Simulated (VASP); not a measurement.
# BN: single point with PBE

Crystal: BN.

```
B N
1.0
    -2.55458    0.00000    0.00000
    -1.27729   -2.21233    0.00000
     0.00000    0.00000   14.17354
B N
6 6
Direct
  0.66667 0.66667 0.20487
  0.66667 0.66667 0.50293
  0.66667 0.66667 0.80098
  0.33333 0.33333 0.05584
  0.33333 0.33333 0.35390
  0.33333 0.33333 0.65196
  0.66667 0.66667 0.09322
  0.66667 0.66667 0.39127
  0.66667 0.66667 0.68933
  0.33333 0.33333 0.83836
  0.33333 0.33333 0.24224
  0.33333 0.33333 0.54030
```

```
Program                : VASP 6.6.1
Task                   : single point
Functional             : PBE
Potentials or basis    : VASP PAW PBE potentials, release 64 (B, N)
Cutoff                 : 520 eV
k mesh                 : 10 × 10 × 2
Occupations            : gaussian, width 0.05 eV
Spin                   : no spin polarisation
Dipole correction      : no
Further INCAR settings : ALGO = Normal; EDIFF = 1e-06; NBANDS = 36
```

- Pressure: -4.6 GPa
- Largest force: 3.727 eV/Å
- Band gap on the k mesh: 0.12 eV, indirect (least direct gap 0.29 eV)

Forces on the atoms (eV/Å):
```
B    0.000  0.000  0.893
B    0.000  0.000  0.675
B    0.000  0.000  3.727
B    0.000  0.000  0.563
B    0.000  0.000  0.668
B    0.000  0.000  0.881
N    0.000  0.000 -2.694
N    0.000  0.000 -0.660
N    0.000  0.000 -1.126
N    0.000  0.000 -1.563
N    0.000  0.000 -0.680
N    0.000  0.000 -0.686
```

Stress tensor (GPa, compression positive):
```
 -1.35   0.00   0.00
  0.00  -1.35   0.00
  0.00   0.00 -11.00
```

Levels at points of the mesh, in eV from the valence-band top:
| k point | band 21 | band 22 | band 23 | band 24 | band 25 | band 26 | band 27 | band 28 |
| --- | --- | --- | --- | --- | --- | --- | --- | --- |
| (0.00, 0.00, 0.00) | -1.87 | -1.46 | 0.00 | 0.00 | 0.29 | 5.60 | 5.60 | 6.11 |
| (0.50, 0.00, 0.00) | -4.68 | -4.28 | -2.45 | -1.33 | 0.12 | 3.54 | 4.13 | 4.84 |
| (0.00, 0.00, 0.50) | -1.87 | -1.77 | 0.00 | 0.00 | 0.43 | 5.60 | 5.60 | 6.12 |
| (0.50, 0.00, 0.50) | -4.68 | -4.28 | -2.45 | -1.35 | 0.14 | 3.53 | 4.15 | 4.88 |

Wall time 2.2 min on 1 thread of Intel Xeon 6975P-C (shared host), peak memory 0.22 GiB.

Caveat: forces of over 1 eV/Å act on the atoms, so gaps and moduli don't describe the material at rest. A k mesh can miss the band edges.
